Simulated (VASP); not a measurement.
Zn: single point with PBE

Zn:

```
CELL_PARAMETERS angstrom
2.34846 -1.35481 0.00000
2.34846 1.35481 0.00000
-1.64806 0.00000 7.55883
ATOMIC_POSITIONS crystal
Zn 0.00000 0.00000 0.00000
Zn 0.22198 0.22198 0.66550
Zn 0.77802 0.77802 0.33450
```

```yaml
Program: VASP 6.6.1
Task: single point
Functional: PBE
Potentials_or_basis: VASP PAW PBE potentials, release 64 (Zn)
Cutoff: 500 eV
k_mesh: 6 × 6 × 2
Occupations: gaussian, width 0.1 eV
Spin: no spin polarisation
```

| Item | Value |
| --- | --- |
| Pressure | -2.8 GPa |
| Largest force | 0.010 eV/Å |
| Band gap on the k mesh | zero (band 18 reaches 3.39 eV, above the bottom of band 19 at -0.34 eV) |

Forces on the atoms (eV/Å):
```
Zn   0.000  0.000  0.000
Zn  -0.008  0.000  0.006
Zn   0.008  0.000 -0.006
```

Stress tensor (GPa, compression positive):
```
-4.18  0.00 -1.30
 0.00 -3.48  0.00
-1.30  0.00 -0.70
```

Levels at points of the mesh, in eV from the Fermi level:
```csv
k point,band 14,band 15,band 16,band 17,band 18,band 19,band 20,band 21,band 22,band 23
"(0.00, 0.00, 0.00)",-7.26,-7.25,-7.24,-6.80,-6.76,1.33,1.38,12.90,16.49,16.98
"(0.50, 0.00, 0.00)",-7.05,-7.02,-2.81,-2.32,-1.63,0.13,0.85,1.58,6.03,7.07
"(0.50, 0.50, 0.00)",-7.05,-7.02,-2.54,-2.30,-2.04,-0.66,1.75,2.96,4.11,5.89
"(0.00, 0.00, 0.50)",-7.33,-7.32,-7.21,-7.21,-3.58,-3.29,7.28,7.35,16.61,16.64
"(0.50, 0.00, 0.50)",-7.05,-7.02,-2.57,-2.29,-2.01,-0.54,1.59,2.80,4.34,6.10
"(0.50, 0.50, 0.50)",-7.05,-7.02,-2.83,-2.35,-1.54,0.26,0.68,1.40,6.28,7.31
```

Wall time 52 s on 1 thread of Intel Xeon 8259CL, with other jobs on the host, peak memory 0.16 GiB.

Caveat: the k points lie up to 0.45 Å⁻¹ apart.
